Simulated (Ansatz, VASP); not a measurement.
# One calculation of HgTe, two programs

Contents of POSCAR:

```
HgTe
1.0
    0.0000000000      3.2876126894      3.2876126894
    3.2876126894      0.0000000000      3.2876126894
    3.2876126894      3.2876126894      0.0000000000
Hg Te
1 1
Direct
    0.0000000000      0.0000000000      0.0000000000
    0.2500000000      0.2500000000      0.2500000000
```

Contents of INCAR.step1:

```
SYSTEM = HgTe
ALGO = Normal
EDIFF = 1E-4
ENCUT = 520
GGA = PE
ISMEAR = 0
LASPH = .True.
LCHARG = .False.
LREAL = .False.
LWAVE = .True.
NBANDS = 16
NELM = 100
PREC = Accurate
SIGMA = 0.1
```

The input INCAR.step2:

```
SYSTEM = HgTe
ALGO = Normal
EDIFF = 1E-6
ENCUT = 520
ISIF = 2
ISMEAR = 0
ISTART = 1
LASPH = .True.
LCHARG = .False.
LMIXTAU = .True.
LREAL = .False.
LWAVE = .False.
METAGGA = R2SCAN
NBANDS = 16
NELM = 100
PREC = Accurate
SIGMA = 0.1
```

File KPOINTS:

```
k-points
0
Gamma
  6 6 6
  0 0 0
```

Input for Ansatz:

```yaml
crystal:
  lattice:
    - [0.0, 3.2876126894, 3.2876126894]
    - [3.2876126894, 0.0, 3.2876126894]
    - [3.2876126894, 3.2876126894, 0.0]
  atoms:
    - { symbol: Hg, position: [0.0, 0.0, 0.0] }
    - { symbol: Te, position: [0.25, 0.25, 0.25] }
basis:
  ecutwfc: 500
kpoints:
  mp_grid: { grid: [6, 6, 6] }
hamiltonian:
  xc: r2scan
scf:
  occupations: { method: gaussian, width: 0.1 }
output:
  forces: true
  stress: true
  eigenvalues: true
```

Alike in both runs: task single point; functional r2SCAN; k mesh 6 × 6 × 6; occupations gaussian, width 0.1 eV; no spin polarisation.

```csv
,VASP,Ansatz
version,VASP 6.6.1,Ansatz 0.2.0
potentials or method,"VASP PAW PBE potentials, release 64 (Hg, Te), cutoff 520 eV","scalar-relativistic, plane waves, PAW"
valence electrons in the cell,18,36
```

|  | VASP | Ansatz | Ansatz less VASP |
| --- | --- | --- | --- |
| gap on the k mesh at the Fermi level (eV) | none | none | - |
| pressure (GPa) | 0.1 | 0.0 | -0.06 |

VASP's potentials were made for PBE, not for r2SCAN. A gap of «none» marks a metal or a gap that the smearing closes. The functional is the same, so the differences come from potentials, cutoffs and numerics. VASP's potentials hold 18 valence electrons a cell and Ansatz's 36, so a difference there can come from the potentials and not from the codes.

Neither program's run includes spin-orbit coupling.
